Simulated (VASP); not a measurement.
A run of VASP 6.6.1 is set up as follows.

File INCAR:

```
ALGO = Normal
EDIFF = 1E-6
ENCUT = 520
GGA = CA
ISIF = 2
ISMEAR = -1
LASPH = T
LCHARG = T
LELF = T
LREAL = F
LVHAR = T
LWAVE = F
NBANDS = 32
NELM = 100
PREC = Accurate
SIGMA = 0.05
```

File KPOINTS:

```
k-points
0
Gamma
  6 6 6
```

File POSCAR:

```
Sn3Te
1.0
    4.9296506847      0.0000000000      0.0000000000
    0.0000000000      4.9296506847      0.0000000000
    0.0000000000      0.0000000000      4.9296506847
Te Sn
1 3
Direct
    0.0000000000      0.0000000000      0.0000000000
    0.0000000000      0.5000000000      0.5000000000
    0.5000000000      0.0000000000      0.5000000000
    0.5000000000      0.5000000000      0.0000000000
```

Potentials or basis: VASP PAW LDA potentials, release 64 (Te, Sn_d).

The run is started by

```bash
$ cat potpaw_LDA.64/Te/POTCAR potpaw_LDA.64/Sn_d/POTCAR > POTCAR
$ mpirun -np 1 vasp_std > vasp.out
```

**Question.** Estimate the band gap on the k mesh.

**Answer.** Zero (band 24 reaches 9.58 eV, above the bottom of band 25 at 6.66 eV).

**Question.** Predict the pressure.

**Answer.** -4.9 GPa.

Caveat: spin-orbit coupling is left out, which moves the levels of the heavy elements.
